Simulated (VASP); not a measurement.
Crystal: HfC.

```xyz
4
Lattice="3.3429 0.0000 0.0000 -1.6714 2.8950 0.0000 0.0000 0.0000 5.2027" Properties=species:S:1:pos:R:3 pbc="T T T"
Hf    0.0000    1.9300    1.3007
Hf    1.6714    0.9650    3.9020
C     0.0000    0.0000    2.6014
C     0.0000    0.0000    0.0000
```

Base run:

```yaml
Program: VASP 6.6.1
Functional: PBEsol
Potentials_or_basis: VASP PAW PBE potentials, release 64 (Hf_pv, C)
Cutoff: 520 eV
k_mesh: 8 × 8 × 5
Occupations: fermi-dirac, width 0.05 eV
Spin: no spin polarisation
```

Its results: band gap on the k mesh zero (bands 14 and 15 overlap by 1.17 eV); pressure -7.9 GPa.

After a change of settings the same cell gave: band gap on the k mesh zero (bands 14 and 15 overlap by 1.22 eV); pressure -5.2 GPa. Which change was it?
A. functional from PBEsol to PBE-based screened hybrid with 5 % exact exchange; k mesh from 8 × 8 × 5 to 5 × 5 × 3
B. functional from PBEsol to PBE-based screened hybrid with 10 % exact exchange; k mesh from 8 × 8 × 5 to 5 × 5 × 3
C. functional from PBEsol to PBE-based screened hybrid with 50 % exact exchange; k mesh from 8 × 8 × 5 to 5 × 5 × 3
D. functional from PBEsol to PBE-based screened hybrid with 20 % exact exchange; k mesh from 8 × 8 × 5 to 5 × 5 × 3

D.

Caveats: some runs use coarse meshes; the PAW data sets were made with another functional, which shifts forces and pressure a little; spin-orbit coupling is left out, which moves the levels of the heavy elements; the cell stands under tension (at least some runs).
